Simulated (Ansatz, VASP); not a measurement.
**Two plane-wave programs on PbF2**

Contents of POSCAR:

```
PbF2
1.0
    5.5782091968      0.0000000000      0.0000000000
    0.0000000000      5.5782091968      0.0000000000
    0.0000000000      0.0000000000      3.9398845654
Pb F
2 4
Direct
    0.0000000000      0.0000000000      0.0000000000
    0.5000000000      0.5000000000      0.5000000000
    0.3092282397      0.3092282397      0.0000000000
    0.1907717603      0.8092282397      0.5000000000
    0.8092282397      0.1907717603      0.5000000000
    0.6907717603      0.6907717603      0.0000000000
```

The input INCAR.step1:

```
PREC = Accurate
ENCUT = 520
ISMEAR = -5
SIGMA = 0.1
LREAL = F
LASPH = T
NELM = 60
NBANDS = 37
GGA = PE
ALGO = Normal
EDIFF = 1E-4
LWAVE = T
LCHARG = F
```

File INCAR.step2:

```
PREC = Accurate
ENCUT = 520
EDIFF = 1E-6
ISMEAR = -5
SIGMA = 0.1
LREAL = F
LASPH = T
NELM = 60
ALGO = Normal
ISIF = 2
LWAVE = F
LCHARG = F
METAGGA = R2SCAN
LMIXTAU = T
NBANDS = 37
ISTART = 1
```

File KPOINTS:

```
regular mesh
0
Gamma
  4 4 4
```

Input for Ansatz:

```yaml
crystal:
  lattice:
    - [5.5782091968, 0.0, 0.0]
    - [0.0, 5.5782091968, 0.0]
    - [0.0, 0.0, 3.9398845654]
  atoms:
    - { symbol: Pb, position: [0.0, 0.0, 0.0] }
    - { symbol: Pb, position: [0.5, 0.5, 0.5] }
    - { symbol: F, position: [0.3092282397, 0.3092282397, 0.0] }
    - { symbol: F, position: [0.1907717603, 0.8092282397, 0.5] }
    - { symbol: F, position: [0.8092282397, 0.1907717603, 0.5] }
    - { symbol: F, position: [0.6907717603, 0.6907717603, 0.0] }
kpoints:
  mp_grid: { grid: [4, 4, 4] }
hamiltonian:
  xc: r2scan
scf:
  occupations: { method: tetrahedron }
  n_extra_bands: 5
output:
  forces: true
  stress: true
  eigenvalues: true
```

Alike in both runs: task single point; functional r2SCAN; k mesh 4 × 4 × 4; occupations tetrahedron; no spin polarisation.

|  | VASP | Ansatz |
| --- | --- | --- |
| version | VASP 6.6.1 | Ansatz 0.2.0 |
| potentials or method | VASP PAW PBE potentials, release 64 (Pb_d, F) | plane waves |
| plane-wave cutoff (eV) | 520 | 500 |
| valence electrons in the cell | 56 | 56 |

|  | VASP | Ansatz | Ansatz less VASP |
| --- | --- | --- | --- |
| gap on the k mesh at the Fermi level (eV) | 4.05 | 4.04 | -0.005 |
| pressure (GPa) | 0.0 | 0.0 | +0.03 |

VASP's potentials were made for PBE, not for r2SCAN. Ansatz's warnings: band table not solved further, tetrahedron derivatives may miss energy slope.

Neither program's run includes spin-orbit coupling.
